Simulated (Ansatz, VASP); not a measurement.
# Na3HSe: VASP beside Ansatz

File INCAR:

```
SYSTEM = Na3HSe
  ALGO = Normal
  EDIFF = 1E-7
  ENCUT = 520
  GGA = PE
  ISIF = 2
  ISMEAR = 0
  LASPH = .True.
  LCHARG = .False.
  LREAL = .False.
  LWAVE = .False.
  NBANDS = 22
  NELM = 80
  PREC = Accurate
  SIGMA = 0.05
```

The input KPOINTS:

```
k-points
0
Gamma
  6 6 6
  0 0 0
```

The input POSCAR:

```
Na3HSe
1.0
    4.5479618421      0.0000000000      0.0000000000
    0.0000000000      4.5479618421      0.0000000000
    0.0000000000      0.0000000000      4.5479618421
Na H Se
3 1 1
Direct
    0.0000000000      0.5000000000      0.5000000000
    0.5000000000      0.0000000000      0.5000000000
    0.5000000000      0.5000000000      0.0000000000
    0.5000000000      0.5000000000      0.5000000000
    0.0000000000      0.0000000000      0.0000000000
```

Input for Ansatz:

```yaml
crystal:
  lattice:
    - [4.5479618421, 0.0, 0.0]
    - [0.0, 4.5479618421, 0.0]
    - [0.0, 0.0, 4.5479618421]
  atoms:
    - { symbol: Na, position: [0.0, 0.5, 0.5] }
    - { symbol: Na, position: [0.5, 0.0, 0.5] }
    - { symbol: Na, position: [0.5, 0.5, 0.0] }
    - { symbol: H, position: [0.5, 0.5, 0.5] }
    - { symbol: Se, position: [0.0, 0.0, 0.0] }
basis:
  ecutwfc: 420
  ecutrho_ratio: 4
kpoints:
  mp_grid: { grid: [6, 6, 6] }
hamiltonian:
  xc: pbe
scf:
  occupations: { method: gaussian, width: 0.05 }
output:
  forces: true
  stress: true
  eigenvalues: true
```

Alike in both runs: task single point; functional PBE; k mesh 6 × 6 × 6; occupations gaussian, width 0.05 eV; no spin polarisation.

|  | VASP | Ansatz |
| --- | --- | --- |
| version | VASP 6.6.1 | Ansatz 0.2.0 |
| potentials or method | VASP PAW PBE potentials, release 64 (Na_pv, H, Se), cutoff 520 eV | scalar-relativistic, plane waves, PAW |
| valence electrons in the cell | 28 | 44 |

```tsv
	VASP	Ansatz	Ansatz less VASP
gap on the k mesh at the Fermi level (eV)	2.79	2.78	-0.001
least direct gap on the mesh (eV)	2.93	2.93	-0.001
pressure (GPa)	0.0	0.0	-0.02
```

VASP's potentials hold 28 valence electrons a cell and Ansatz's 44, so a difference there can come from the potentials and not from the codes.
